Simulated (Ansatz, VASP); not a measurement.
**BPH5: VASP beside Ansatz**

```
B P H
1.0
    12.90000    0.00000    0.00000
     0.00000   12.20000    0.00000
     0.00000    0.00000   12.20000
B P H
2 2 10
Direct
  0.45513 0.48394 0.40462
  0.62003 0.49924 0.60665
  0.55968 0.40983 0.49304
  0.39625 0.59680 0.49582
  0.49637 0.53584 0.33201
  0.38357 0.42767 0.37429
  0.51356 0.31207 0.53343
  0.62920 0.36213 0.41642
  0.54358 0.52343 0.66173
  0.65480 0.57892 0.55868
  0.68360 0.44737 0.65809
  0.46363 0.67943 0.53428
  0.34364 0.56672 0.59301
  0.31872 0.65893 0.44201
```

Alike in both runs: functional PBE; k mesh 1 × 1 × 1; occupations gaussian, width 0.05 eV; no spin polarisation.

Ansatz relaxed the structure, and its values are those at the end. VASP's run is a single point on that final structure, the one shown.

|  | VASP | Ansatz |
| --- | --- | --- |
| version | VASP 6.6.1 | Ansatz 0.2.0 |
| potentials or method | VASP PAW PBE potentials, release 64 (B, P, H), cutoff 520 eV | scalar-relativistic, plane waves, PAW |
| valence electrons in the cell | 26 | 26 |

```tsv
	VASP	Ansatz	Ansatz less VASP
gap on the k mesh at the Fermi level (eV)	5.38	5.37	-0.012
rms of the force components (eV/Å)	0.019	0.009	-0.0100
```

Ansatz's warnings: xc potential rough in thin density.
